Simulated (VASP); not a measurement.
# Re (P6_3/mmc) in VASP: notebook

Runs on Re. Level: PBEsol. Tasks: electric field gradients.

All numbers are computed with VASP 6.6.1; they aren't measurements. Logs are shortened: lines on timing, memory, paths and dates and some standing lists are left out, and cuts for length are marked.

## 1. The cell of the first run

The structure is hexagonal, space group P6_3/mmc (No. 194). Conventional cell: a = 2.585 Å, b = 2.585 Å, c = 4.134 Å, α = 90.00°, β = 90.00°, γ = 120.00°. Within 3.4 Å of Re (site symmetry -6m2) lie 12 Re at 2.55 to 2.59 Å.

## 2. Electric field gradients, PBEsol (11.97 Å³/atom)

Contents of INCAR:

```
  ALGO = Normal
  EDIFF = 1E-8
  ENCUT = 520
  GGA = PS
  ISIF = 2
  ISMEAR = -1
  LASPH = True
  LCHARG = False
  LEFG = True
  LREAL = False
  LWAVE = False
  NBANDS = 14
  NELM = 100
  PREC = Accurate
  SIGMA = 0.05
```

Contents of KPOINTS:

```
k-points
0
Gamma
  18 18 10
```

Contents of POSCAR:

```
Re
1.0
    2.5854314113      0.0000000000      0.0000000000
   -1.2927157057      2.2390492819      0.0000000000
    0.0000000000      0.0000000000      4.1340662724
Re
2
Direct
    0.3333333333      0.6666666667      0.2500000000
    0.6666666667      0.3333333333      0.7500000000
```

Potentials or basis: VASP PAW PBE potentials, release 64 (Re).

Command:

```bash
> cat potpaw_PBE.64/Re/POTCAR > POTCAR
> mpirun -np 1 vasp_std > vasp.out
```

OUTCAR:

```text
EDIFF = 1E-8
   ENCUT = 520
   GGA = PS
   ISIF = 2
   ISMEAR = -1
   LASPH = True
   LREAL = False
   NELM = 100
   PREC = Accurate

 ion  position               nearest neighbor table
   1  0.333  0.667  0.250-   2 2.55   2 2.55   2 2.55   2 2.55   2 2.55   2 2.55
   2  0.667  0.333  0.750-   1 2.55   1 2.55   1 2.55   1 2.55   1 2.55   1 2.55

  LATTYP: Found a hexagonal cell.
 ALAT       =     2.5854314113
 C/A-ratio  =     1.5989850879

  Lattice vectors:

 A1 = (   2.5854314113,   0.0000000000,   0.0000000000)
 A2 = (  -1.2927157057,   2.2390492819,   0.0000000000)
 A3 = (   0.0000000000,   0.0000000000,   4.1340662724)

Analysis of symmetry for initial positions (statically):
=====================================================================
 Subroutine PRICEL returns:
 Original cell was already a primitive cell.

 Routine SETGRP: Setting up the symmetry group for a
 hexagonal supercell.

 Subroutine GETGRP returns: Found 24 space group operations
 (whereof 12 operations were pure point group operations)
 out of a pool of 24 trial point group operations.

The static configuration has the point symmetry D_3d.
 The point group associated with its full space group is D_6h.

Analysis of symmetry for dynamics (positions and initial velocities):
=====================================================================
 Subroutine PRICEL returns:
 Original cell was already a primitive cell.

 Routine SETGRP: Setting up the symmetry group for a
 hexagonal supercell.

 Subroutine GETGRP returns: Found 24 space group operations
 (whereof 12 operations were pure point group operations)
 out of a pool of 24 trial point group operations.

The dynamic configuration has the point symmetry D_3d.
 The point group associated with its full space group is D_6h.

 Subroutine INISYM returns: Found 24 space group operations
 (whereof 12 operations are pure point group operations),
 and found     1 'primitive' translations

----------------------------------------------------------------------------------------

                                     Primitive cell

  volume of cell :      23.9317

  direct lattice vectors                    reciprocal lattice vectors
     2.585431411  0.000000000  0.000000000     0.386782645  0.223309064  0.000000000
    -1.292715706  2.239049282  0.000000000     0.000000000  0.446618129  0.000000000
     0.000000000  0.000000000  4.134066272     0.000000000  0.000000000  0.241892591

  length of vectors
     2.585431411  2.585431411  4.134066272     0.446618129  0.446618129  0.241892591

  position of ions in fractional coordinates (direct lattice)
     0.333333333  0.666666667  0.250000000
     0.666666667  0.333333333  0.750000000

  ion indices of the primitive-cell ions
   primitive index   ion index
                 1           1
                 2           2

----------------------------------------------------------------------------------------

 KPOINTS: k-points

Automatic generation of k-mesh.
 Grid dimensions read from file:
 generate k-points for:   18   18   10

 Generating k-lattice:

  Cartesian coordinates                     Fractional coordinates (reciprocal lattice)
     0.021487925  0.012406059  0.000000000     0.055555556  0.000000000  0.000000000
     0.000000000  0.024812118  0.000000000     0.000000000  0.055555556  0.000000000
     0.000000000  0.000000000  0.024189259     0.000000000  0.000000000  0.100000000

  Length of vectors
     0.024812118  0.024812118  0.024189259

  Shift w.r.t. Gamma in fractional coordinates (k-lattice)
     0.000000000  0.000000000  0.000000000

 Subroutine IBZKPT returns following result:
 ===========================================

 Found    222 irreducible k-points:

 Following reciprocal coordinates:
            Coordinates               Weight
  0.000000  0.000000  0.000000      1.000000
  0.055556  0.000000  0.000000      6.000000
  0.111111  0.000000  0.000000      6.000000
  0.166667  0.000000  0.000000      6.000000
  0.222222  0.000000  0.000000      6.000000
  0.277778  0.000000  0.000000      6.000000
[... 16 lines left out ...]
  0.333333  0.111111  0.000000     12.000000
  0.388889  0.111111  0.000000     12.000000
 [... further k-points ...]
   k-points           NKPTS =    222   k-points in BZ     NKDIM =    222   number of bands    NBANDS=     14
   number of dos      NEDOS =    301   number of ions     NIONS =      2
   total plane-waves  NPLWV =  12800
   dimension x,y,z NGX =    20 NGY =   20 NGZ =   32
   dimension x,y,z NGXF=    40 NGYF=   40 NGZF=   64
   ions per type =               2
   NGX,Y,Z   is equivalent  to a cutoff of  12.86, 12.86, 12.87 a.u.
   NGXF,Y,Z  is equivalent  to a cutoff of  25.72, 25.72, 25.74 a.u.
 SYSTEM =  unknown system
   PREC   = accura    normal or accurate (medium, high low for compatibility)
   ISTART =      0    job   : 0-new  1-cont  2-samecut
   ICHARG =      2    charge: 1-file 2-atom 10-const
   ISPIN  =      1    spin polarized calculation?
   LNONCOLLINEAR =      F non collinear calculations
   LSORBIT =      F    spin-orbit coupling
   LASPH  =      T    aspherical Exc in radial PAW
   ENCUT  =  520.0 eV  38.22 Ry    6.18 a.u.   4.81  4.81  7.69*2*pi/ulx,y,z
   NELM   =    100;   NELMIN=  2; NELMDL= -5     # of ELM steps
   EDIFF  = 0.1E-07   stopping-criterion for ELM
   LREAL  =      F    real-space projection
   EDIFFG = 0.1E-06   stopping-criterion for IOM
   NSW    =      0    number of steps for IOM
   IBRION =     -1    ionic relax: 0-MD 1-quasi-New 2-CG
   NFREE  =      0    steps in history (QN), initial steepest desc. (CG)
   ISIF   =      2    stress and relaxation
   ISYM   =      2    0-nonsym 1-usesym 2-fastsym
   POTIM  = 0.5000    time-step for ionic-motion
   TEBEG  =    0.0;   TEEND  =   0.0 temperature during run
   PSTRESS=    0.0 pullay stress
   NELECT =      14.0000    total number of electrons
   NUPDOWN=      -1.0000    fix difference up-down
   EMIN   =  10.00;   EMAX   =-10.00  energy-range for DOS
   EFERMI =   0.00;   METHOD = LEGACY
   ISMEAR =    -1;   SIGMA  =   0.05  broadening in eV -4-tet -1-fermi 0-gaus
   EFERMI_NEDOS =   21; number of points for ismear=-14 and -15
   IALGO  =     38    algorithm
   IMIX   =      4    mixing-type and parameters
     AMIX     =   0.40;   BMIX     =  1.00
     AMIX_MAG =   1.60;   BMIX_MAG =  1.00
  volume/ion in A,a.u.               =      11.97        80.75
  Fermi-wavevector in a.u.,A,eV,Ry     =   1.369177  2.587369 25.506088  1.874645
  Thomas-Fermi vector in A             =   2.495075
   LORBIT       =      0    0 simple, 1 ext, 2 COOP (PROOUT), +10 PAW based schemes
   GGA     = PS    functional components
   LHFCALC =     F    Hartree Fock is set to
   AEXX    =    0.0000 exact exchange contribution
   IVDW    =     0    specifies the selected vdW correction
   LEPSILON=     F    determine dielectric tensor
   LRPA    =     F    only Hartree local field effects (RPA)
 non-spin polarized calculation
  energy-cutoff  :      520.00
  volume of cell :       23.93
 maximum number of plane-waves:       660
 NGX is ok and might be reduce to    20
   NGX =  9   NGY =  9   NGZ = 15

 number of electron      14.0000000 magnetization

 Free energy of the ion-electron system (eV)
  ---------------------------------------------------
  ext. energy  EPLUGINS =         0.00000000
  ---------------------------------------------------
  free energy    TOTEN  =       -25.09813226 eV

  energy without entropy =      -25.08726926  energy(sigma->0) =      -25.09270076

 E-fermi :  10.5016     XC(G=0): -14.9717

 val. band max:       10.4954385016   @ k =   0.1111   0.0556   0.0000
 cond. band min:      10.5059240311   @ k =   0.3333   0.3333   0.1000
 fundamental gap:      0.0104855295
 Fermi energy:        10.5016347033

 k-point     1 :       0.0000    0.0000    0.0000
  band No.  band energies     occupation
      1      -0.8064      2.00000
      2       2.1619      2.00000
      3       8.2117      2.00000
      4       8.2117      2.00000
      5       8.4313      2.00000
      6       9.4210      2.00000
      7       9.4210      2.00000
      8      10.5327      0.69892
      9      10.5327      0.69892
     10      11.9641      0.00000
     11      14.8807      0.00000
     12      14.8807      0.00000
     13      23.4814      0.00000
     14      24.7985      0.00000

 k-point     2 :       0.0556    0.0000    0.0000
  band No.  band energies     occupation
      1      -0.6428      2.00000
      2       2.3150      2.00000
      3       7.7751      2.00000
      4       8.3642      2.00000
      5       8.8072      2.00000
      6       9.2973      2.00000
      7       9.5669      2.00000
      8      10.2715      1.98014
      9      10.3919      1.79968
     10      11.3639      0.00000
     11      14.9928      0.00000
     12      15.7359      0.00000
     13      23.5574      0.00000
     14      25.1812      0.00000

 k-point     3 :       0.1111    0.0000    0.0000
  band No.  band energies     occupation
      1      -0.1709      2.00000
      2       2.7392      2.00000
      3       7.1821      2.00000
      4       8.8163      2.00000
      5       8.9223      2.00000
      6       9.2831      2.00000
      7       9.3521      2.00000
      8       9.9988      1.99991
      9      10.0265      1.99985
     10      10.7412      0.01647
     11      15.2722      0.00000
     12      17.3461      0.00000
     13      23.6710      0.00000
     14      26.2611      0.00000
[... 324 lines left out ...]
 k-point    23 :       0.3333    0.1111    0.0000
  band No.  band energies     occupation
      1       3.3809      2.00000
      2       3.7488      2.00000
      3       4.0340      2.00000
      4       7.3524      2.00000
      5       7.5985      2.00000
      6       9.1497      2.00000
      7       9.3602      2.00000
      8      13.5453      0.00000
      9      14.8247      0.00000
     10      16.1101      0.00000
     11      16.7471      0.00000
     12      22.7345      0.00000
     13      23.4939      0.00000
     14      25.1824      0.00000

 k-point    24 :       0.3889    0.1111    0.0000
  band No.  band energies     occupation
      1       3.1790      2.00000
      2       3.6609      2.00000
      3       3.8271      2.00000
      4       7.5456      2.00000
      5       8.0149      2.00000
      6       8.8886      2.00000
      7       9.8189      2.00000
      8      14.7974      0.00000
      9      15.5312      0.00000
     10      16.1497      0.00000
     11      18.0850      0.00000
     12      21.4483      0.00000
     13      23.2780      0.00000
     14      23.8150      0.00000

 [... further k-points ...]

------------------------ aborting loop because EDIFF is reached ----------------------------------------

  FORCE on cell =-STRESS in cart. coord.  units (eV):
  Direction    XX          YY          ZZ          XY          YZ          ZX
  --------------------------------------------------------------------------------------
  -------------------------------------------------------------------------------------
  Total       17.5846100     17.5846100     18.8741218     -0.0000000     -0.0000000      0.0000000
  in kB     1177.2514024   1177.2514024   1263.5814101     -0.0000000     -0.0000000      0.0000000
  external PRESSURE =    1206.0280716 kB  Pullay stress =       0.0000000 kB

 VOLUME and BASIS-vectors are now :
 -----------------------------------------------------------------------------
  energy-cutoff  :      520.00
  volume of cell :       23.93
      direct lattice vectors                 reciprocal lattice vectors
     2.585431411  0.000000000  0.000000000     0.386782645  0.223309064  0.000000000
    -1.292715706  2.239049282  0.000000000     0.000000000  0.446618129  0.000000000
     0.000000000  0.000000000  4.134066272     0.000000000  0.000000000  0.241892591

 POSITION                                       TOTAL-FORCE (eV/Angst)
 -----------------------------------------------------------------------------------
     -0.00000      1.49270      1.03352         0.000000      0.000000      0.000000
      1.29272      0.74635      3.10055        -0.000000     -0.000000      0.000000
 -----------------------------------------------------------------------------------
    total drift:                               -0.000000      0.000000     -0.000000

  FREE ENERGIE OF THE ION-ELECTRON SYSTEM (eV)
  ---------------------------------------------------
  free  energy   TOTEN  =       -25.0981322598 eV

  energy  without entropy=      -25.0872692613  energy(sigma->0) =      -25.09270076

 Electric field gradients (V/A^2)
---------------------------------------------------------------------
 ion       V_xx      V_yy      V_zz      V_xy      V_xz      V_yz
---------------------------------------------------------------------
   1      55.030    55.030  -110.061     0.000     0.000    -0.000
   2      55.030    55.030  -110.061     0.000    -0.000     0.000
---------------------------------------------------------------------

 Electric field gradients after diagonalization (V/A^2)
 (convention: |V_zz| > |V_xx| > |V_yy|)
----------------------------------------------------------------------
 ion       V_xx      V_yy      V_zz     asymmetry (V_yy - V_xx)/ V_zz
----------------------------------------------------------------------
   1      55.031    55.030  -110.061       0.000
   2      55.031    55.030  -110.061       0.000
----------------------------------------------------------------------

           NMR quadrupolar parameters

 Cq : quadrupolar parameter    Cq=e*Q*V_zz/h
 eta: asymmetry parameters     (V_yy - V_xx)/ V_zz
 Q  : nuclear electric quadrupole moment in mb (millibarn)
----------------------------------------------------------------------
 ion       Cq(MHz)       eta       Q (mb)
----------------------------------------------------------------------
   1      -0.266       0.000       1.000
   2      -0.266       0.000       1.000
----------------------------------------------------------------------
```

Wall time 98 s (1 thread of Intel Xeon 8259CL, shared host); peak memory 0.19 GiB.

What came out:

| Quantity | Value |
| --- | --- |
| Free energy | -25.0981 eV |
| Pressure | 120.6 GPa |
| Band gap on the k mesh | zero (bands 7 and 8 overlap by 4.84 eV) |
| Largest electric field gradient by atom | Re -110.1 V/Å² |

Stress tensor (GPa, compression positive):
```
117.73   0.00   0.00
  0.00 117.73   0.00
  0.00   0.00 126.36
```

Electric field gradients, principal values (V/Å²):
```tsv
atom	least	middle	greatest (by size)
1 Re	55.030	55.031	-110.061
2 Re	55.030	55.031	-110.061
```

Caveat: the stress differs along the axes, from 118 to 126 GPa; without QUAD_EFG the Cq values of the log hold for a quadrupole moment of 1 mb, not for the nuclei; the PAW data sets were made with another functional, which shifts forces and pressure a little; spin-orbit coupling is left out, which moves the levels of the heavy elements.

(Continued in part 2 of 2.)
